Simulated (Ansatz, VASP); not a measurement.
# One calculation of Zn, two programs

```
CELL_PARAMETERS angstrom
0.00000 2.93843 2.85072
2.93843 0.00000 2.85072
2.93843 2.93843 0.00000
ATOMIC_POSITIONS crystal
Zn 0.00000 0.00000 0.00000
Zn 0.25000 0.25000 0.25000
```

Change from the starting cell: z stretched by -2 % at fixed volume, crystal datasets.

Alike in both runs: task electric field gradients; functional PBE; k mesh 11 × 11 × 11; occupations fermi-dirac, width 0.05 eV; no spin polarisation.

|  | VASP | Ansatz |
| --- | --- | --- |
| version | VASP 6.6.1 | Ansatz 0.2.0 |
| potentials or method | VASP PAW PBE potentials, release 64 (Zn), cutoff 520 eV | all-electron PAW with datasets made for the crystal, scalar-relativistic |

```csv
,VASP,Ansatz,Ansatz less VASP
pressure (GPa),0.1,0.0,-0.16
"traceless stress, the component that is largest in VASP (GPa)",-0.23,-0.22,+0.008
size of Vzz on the site where it differs most (V/Å²),2.7,2.6,-0.11
```

Ansatz ran all-electron here, and VASP with PAW potentials.
